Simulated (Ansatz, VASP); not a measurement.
Al2O3: VASP beside Ansatz

The input INCAR:

```
SYSTEM = Al2O3
PREC = Accurate
ENCUT = 520
EDIFF = 1E-6
ISMEAR = 0
SIGMA = 0.05
LREAL = .FALSE.
LASPH = .TRUE.
NELM = 100
ALGO = Normal
ISIF = 2
LWAVE = .FALSE.
LCHARG = .TRUE.
GGA = PS
LELF = .TRUE.
LVHAR = .TRUE.
NBANDS = 35
```

The input KPOINTS:

```
regular mesh
0
G
  6 6 6
  0 0 0
```

POSCAR

```
Al2O3
1.0
    2.2519316005      1.3001533158      4.0928693053
   -2.2519316005      1.3001533158      4.0928693053
    0.0000000000     -2.6003066315      4.0928693053
Al O
4 6
Direct
    0.8520350473      0.8520350473      0.8520350473
    0.6479649527      0.6479649527      0.6479649527
    0.1479649527      0.1479649527      0.1479649527
    0.3520350473      0.3520350473      0.3520350473
    0.0558571577      0.4441428423      0.7500000000
    0.7500000000      0.0558571577      0.4441428423
    0.4441428423      0.7500000000      0.0558571577
    0.9441428423      0.5558571577      0.2500000000
    0.2500000000      0.9441428423      0.5558571577
    0.5558571577      0.2500000000      0.9441428423
```

Input for Ansatz:

```yaml
crystal:
  lattice:
    - [2.2519316005, 1.3001533158, 4.0928693053]
    - [-2.2519316005, 1.3001533158, 4.0928693053]
    - [0.0, -2.6003066315, 4.0928693053]
  atoms:
    - { symbol: Al, position: [0.8520350473, 0.8520350473, 0.8520350473] }
    - { symbol: Al, position: [0.6479649527, 0.6479649527, 0.6479649527] }
    - { symbol: Al, position: [0.1479649527, 0.1479649527, 0.1479649527] }
    - { symbol: Al, position: [0.3520350473, 0.3520350473, 0.3520350473] }
    - { symbol: O, position: [0.0558571577, 0.4441428423, 0.75] }
    - { symbol: O, position: [0.75, 0.0558571577, 0.4441428423] }
    - { symbol: O, position: [0.4441428423, 0.75, 0.0558571577] }
    - { symbol: O, position: [0.9441428423, 0.5558571577, 0.25] }
    - { symbol: O, position: [0.25, 0.9441428423, 0.5558571577] }
    - { symbol: O, position: [0.5558571577, 0.25, 0.9441428423] }
basis:
  ecutwfc: 520.0
kpoints:
  mp_grid: { grid: [6, 6, 6] }
hamiltonian:
  xc: pbesol
  pseudopotentials: { kind: paw, azcp: { folder: soft_1 } }
scf:
  occupations: { method: gaussian, width: 0.05 }
output:
  forces: true
  stress: true
  eigenvalues: true
```

Alike in both runs: task single point; functional PBEsol; k mesh 6 × 6 × 6; occupations gaussian, width 0.05 eV; no spin polarisation.

|  | VASP | Ansatz |
| --- | --- | --- |
| version | VASP 6.6.1 | Ansatz 0.2.0 |
| potentials or method | VASP PAW PBE potentials, release 64 (Al, O), cutoff 520 eV | scalar-relativistic, plane waves, PAW |
| valence electrons in the cell | 48 | 48 |

```tsv
	VASP	Ansatz	Ansatz less VASP
gap on the k mesh at the Fermi level (eV)	8.30	8.28	-0.019
least direct gap on the mesh (eV)	8.30	8.28	-0.019
rms of the force components (eV/Å)	0.112	0.116	+0.0036
```

VASP's potentials were made for PBE, not for PBEsol, and Ansatz warns of the same on its side. Atom by atom the forces differ by 0.005 eV/Å (rms over components).
